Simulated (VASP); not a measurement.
A run of VASP 6.6.1 is set up as follows.

File INCAR:

```
SYSTEM = AlNi
ALGO = Fast
EDIFF = 1E-7
ENCUT = 520
GGA = PE
ISIF = 2
ISMEAR = 0
LASPH = .TRUE.
LCHARG = .TRUE.
LELF = .TRUE.
LREAL = .FALSE.
LVHAR = .TRUE.
LWAVE = .FALSE.
NBANDS = 14
NELM = 100
PREC = Accurate
SIGMA = 0.15
```

File KPOINTS:

```
k-points
0
G
  20 20 20
  0 0 0
```

The input POSCAR:

```
AlNi
1.0
    2.8930835280      0.0000000000      0.0000000000
    0.0000000000      2.8930835280      0.0000000000
    0.0000000000      0.0000000000      3.0377377044
Al Ni
1 1
Direct
    0.0000000000      0.0000000000      0.0000000000
    0.5000000000      0.5000000000      0.5000000000
```

Potentials or basis: VASP PAW PBE potentials, release 64 (Al, Ni).

Launch:

```bash
$ cat potpaw_PBE.64/Al/POTCAR potpaw_PBE.64/Ni/POTCAR > POTCAR
$ mpirun -np 1 vasp_std > vasp.out
```

(1) Predict the band gap on the k mesh.

(2) What does it give for the pressure?

## Answers

(1) zero (an odd number of electrons rules out a gap without spin polarisation).

(2) -7.0 GPa.

Caveat: the cell differs from its parent crystal (strain +0.000 along x and y, +0.050 along z); the cell stands under tension.
